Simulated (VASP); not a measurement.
Crystal: Au.

```
CELL_PARAMETERS angstrom
0.00000 2.07491 2.07491
2.07491 0.00000 2.07491
2.07491 2.07491 0.00000
ATOMIC_POSITIONS crystal
Au 0.00000 0.00000 0.00000
```

Program: VASP 6.6.1. Alike in all runs: task single point; potentials or basis VASP PAW PBE potentials, release 64 (Au); cell as given.

Order these runs on this cell by their pressure, lowest first.
A. level RPBE+D4; spin collinear, ferromagnetic start; k mesh 11 × 11 × 11; cutoff (eV) 500; smearing fermi-dirac 0.025 eV
B. level r2SCAN; spin off; k mesh 11 × 11 × 11; cutoff (eV) 520; smearing fermi-dirac 0.05 eV
C. level B3LYP; spin off; k mesh 6 × 6 × 6; cutoff (eV) 520; smearing fermi-dirac 0.05 eV; grid for exact exchange (PRECFOCK) Normal
D. level revPBE+D3(BJ); spin off; k mesh 11 × 11 × 11; cutoff (eV) 520; smearing fermi-dirac 0.05 eV

D (-7.9 GPa), A (-5.9 GPa), B (-2.6 GPa), C (8.6 GPa).

Caveats: some runs use coarse meshes; the PAW data sets were made with another functional, which shifts forces and pressure a little; pairwise dispersion overbinds metals, which lowers pressure and volume (some runs).
